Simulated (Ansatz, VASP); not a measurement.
# AlAs in VASP and in Ansatz

```
CELL_PARAMETERS angstrom
0.00000 2.83219 2.83219
2.83219 0.00000 2.83219
2.83219 2.83219 0.00000
ATOMIC_POSITIONS crystal
Al 0.00000 0.00000 0.00000
As 0.25000 0.25000 0.25000
```

Alike in both runs: functional PBE; dispersion D3(BJ); k mesh 8 × 8 × 8; occupations gaussian, width 0.02 eV; no spin polarisation.

Ansatz relaxed the structure, and its values are those at the end. VASP's run is a single point on that final structure, the one shown.

|  | VASP | Ansatz |
| --- | --- | --- |
| version | VASP 6.6.1 | Ansatz 0.2.0 |
| potentials or method | VASP PAW PBE potentials, release 64 (Al, As), cutoff 500 eV | scalar-relativistic, plane waves, PAW |
| valence electrons in the cell | 8 | 18 |

VASP gave:

```
gap on the k mesh at the Fermi level (eV) : 1.44
least direct gap on the mesh (eV)         : 2.05
pressure (GPa)                            : 0.2
```

**Question.** Which values does Ansatz return?

**Answer.** gap on the k mesh at the Fermi level (eV): 1.45; least direct gap on the mesh (eV): 2.04; pressure (GPa): 0.0.

VASP's potentials hold 8 valence electrons a cell and Ansatz's 18, so a difference there can come from the potentials and not from the codes.
